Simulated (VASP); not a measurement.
Wanted: the native input for a VASP 6.6.1 run.

* Task: single point
* Functional: revPBE
* Potentials or basis: VASP PAW PBE potentials, release 64 (Bi_d)
* Cutoff: 520 eV
* k mesh: 9 × 9 × 9
* Occupations: fermi-dirac, width 0.1 eV
* Spin: no spin polarisation
* Dipole correction: no
* Further INCAR settings: ALGO = Normal; EDIFF = 1e-07; NBANDS = 22

The structure of Bi lies in POSCAR:

```
Bi
1.0
    0.0000000000      3.7260064527      3.7260064527
    3.7260064527      0.0000000000      3.7260064527
    3.7260064527      3.7260064527      0.0000000000
Bi
2
Direct
    0.1250000000      0.1250000000      0.1250000000
    0.8750000000      0.8750000000      0.8750000000
```

This isn't the form of Bi at room conditions, which is rhombohedral.

One way to write it, as run:

INCAR

```
PREC     = Accurate       # precision mode
ENCUT    = 520            # plane-wave cutoff, eV
EDIFF    = 1E-7           # SCF threshold, eV
ISMEAR   = -1             # smearing method
SIGMA    = 0.1            # smearing width, eV
LREAL    = False          # projectors in reciprocal space
LASPH    = True           # aspherical terms in the spheres
NELM     = 60             # most SCF steps
ALGO     = Normal         # electronic algorithm
ISIF     = 2              # what is computed and relaxed
LWAVE    = False          # write WAVECAR
LCHARG   = False          # write CHGCAR
GGA      = RE             # functional
NBANDS   = 22             # bands
```

KPOINTS

```
Automatic mesh
0
Gamma
  9 9 9
```

Potentials or basis: VASP PAW PBE potentials, release 64 (Bi_d).

Run with:

```console
$ cat potpaw_PBE.64/Bi_d/POTCAR > POTCAR
$ mpirun -np 1 vasp_std > vasp.out
```

It gave:

| Property | Result |
| --- | --- |
| Pressure | -1.0 GPa |
| Band gap on the k mesh | zero (bands 15 and 16 overlap by 0.45 eV) |

Caveat: the PAW data sets were made with another functional, which shifts forces and pressure a little; spin-orbit coupling is left out, which moves the levels of the heavy elements.

It took 120 s on 1 thread of Intel Xeon 8259CL (shared host), peak memory 0.26 GiB.
